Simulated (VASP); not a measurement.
A run of VASP 6.6.1 is set up as follows.

Contents of POSCAR:

```
MgO2
1.0
    1.5566181855      0.8987139284      3.4415691918
   -1.5566181855      0.8987139284      3.4415691918
    0.0000000000     -1.7974278569      3.4415691918
Mg O
1 2
Direct
    0.0000000000      0.0000000000      0.0000000000
    0.4287860000      0.4287860000      0.4287860000
    0.5712140000      0.5712140000      0.5712140000
```

INCAR.step1

```
  ALGO = Normal
  EDIFF = 1E-4
  ENCUT = 520
  GGA = PE
  ISMEAR = 0
  LASPH = True
  LCHARG = False
  LREAL = False
  LWAVE = True
  NBANDS = 14
  NELM = 100
  PREC = Accurate
  SIGMA = 0.05
```

INCAR.step2

```
  ALGO = Normal
  EDIFF = 1E-7
  ENCUT = 520
  ISIF = 2
  ISMEAR = 0
  ISTART = 1
  LASPH = True
  LCHARG = False
  LMIXTAU = True
  LREAL = False
  LWAVE = False
  METAGGA = R2SCAN
  NBANDS = 14
  NELM = 100
  PREC = Accurate
  SIGMA = 0.05
```

KPOINTS

```
k-points
0
Gamma
  12 12 12
```

Potentials or basis: VASP PAW PBE potentials, release 64 (Mg, O).

Command:

```console
$ cat potpaw_PBE.64/Mg/POTCAR potpaw_PBE.64/O/POTCAR > POTCAR
$ cp INCAR.step1 INCAR
$ mpirun -np 1 vasp_std > vasp.out
$ cp INCAR.step2 INCAR
$ mpirun -np 1 vasp_std > vasp.out
```

**Question.** Predict the pressure.

**Answer.** 4.3 GPa.

**Question.** What does it give for the band gap on the k mesh?

**Answer.** 3.16 eV.

**Question.** Predict the largest force.

**Answer.** 0.062 eV/Å.

Forces on the atoms (eV/Å):
```
Mg   0.000  0.000  0.000
O    0.000  0.000 -0.062
O    0.000  0.000  0.062
```

Caveat: the cell differs from its parent crystal (strain -0.030 along x and y, -0.015 along z); the cell stands under pressure; the PAW data sets were made with another functional, which shifts forces and pressure a little. A k mesh can miss the band edges.
